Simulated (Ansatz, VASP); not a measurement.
KMgF3: VASP beside Ansatz

POSCAR

```
KMgF3
1.0
    3.8995548230      0.0000000000      0.0000000000
    0.0000000000      3.8995548230      0.0000000000
    0.0000000000      0.0000000000      3.8995548230
K Mg F
1 1 3
Direct
    0.5000000000      0.5000000000      0.5000000000
    0.0000000000      0.0000000000      0.0000000000
    0.5000000000      0.0000000000      0.0000000000
    0.0000000000      0.5000000000      0.0000000000
    0.0000000000      0.0000000000      0.5000000000
```

INCAR.step1

```
SYSTEM = KMgF3
  PREC = Accurate
  ENCUT = 520
  ISMEAR = 0
  SIGMA = 0.02
  LREAL = .FALSE.
  LASPH = .TRUE.
  NELM = 80
  NBANDS = 24
  GGA = PE
  ALGO = Normal
  EDIFF = 1E-4
  LWAVE = .TRUE.
  LCHARG = .FALSE.
```

INCAR.step2

```
SYSTEM = KMgF3
  PREC = Accurate
  ENCUT = 520
  EDIFF = 1E-7
  ISMEAR = 0
  SIGMA = 0.02
  LREAL = .FALSE.
  LASPH = .TRUE.
  NELM = 80
  ALGO = Normal
  ISIF = 2
  LWAVE = .FALSE.
  LCHARG = .FALSE.
  METAGGA = R2SCAN
  LMIXTAU = .TRUE.
  NBANDS = 24
  ISTART = 1
```

KPOINTS

```
Automatic mesh
0
G
  6 6 6
  0 0 0
```

Input for Ansatz:

```yaml
crystal:
  lattice:
    - [3.899554823, 0.0, 0.0]
    - [0.0, 3.899554823, 0.0]
    - [0.0, 0.0, 3.899554823]
  atoms:
    - { symbol: K, position: [0.5, 0.5, 0.5] }
    - { symbol: Mg, position: [0.0, 0.0, 0.0] }
    - { symbol: F, position: [0.5, 0.0, 0.0] }
    - { symbol: F, position: [0.0, 0.5, 0.0] }
    - { symbol: F, position: [0.0, 0.0, 0.5] }
basis:
  ecutwfc: 500
kpoints:
  mp_grid: { grid: [6, 6, 6] }
hamiltonian:
  xc: r2scan
scf:
  occupations: { method: gaussian, width: 0.02 }
output:
  forces: true
  stress: true
  eigenvalues: true
```

Alike in both runs: task single point; functional r2SCAN; k mesh 6 × 6 × 6; occupations gaussian, width 0.02 eV; no spin polarisation.

```csv
,VASP,Ansatz
version,VASP 6.6.1,Ansatz 0.2.0
potentials or method,"VASP PAW PBE potentials, release 64 (K_sv, Mg, F), cutoff 520 eV","scalar-relativistic, plane waves, PAW"
valence electrons in the cell,32,40
```

|  | VASP | Ansatz | Ansatz less VASP |
| --- | --- | --- | --- |
| gap on the k mesh at the Fermi level (eV) | 8.79 | 8.81 | +0.019 |
| least direct gap on the mesh (eV) | 9.11 | 9.12 | +0.012 |
| pressure (GPa) | 4.9 | 5.6 | +0.61 |

VASP's potentials were made for PBE, not for r2SCAN. VASP's potentials hold 32 valence electrons a cell and Ansatz's 40, so a difference there can come from the potentials and not from the codes.
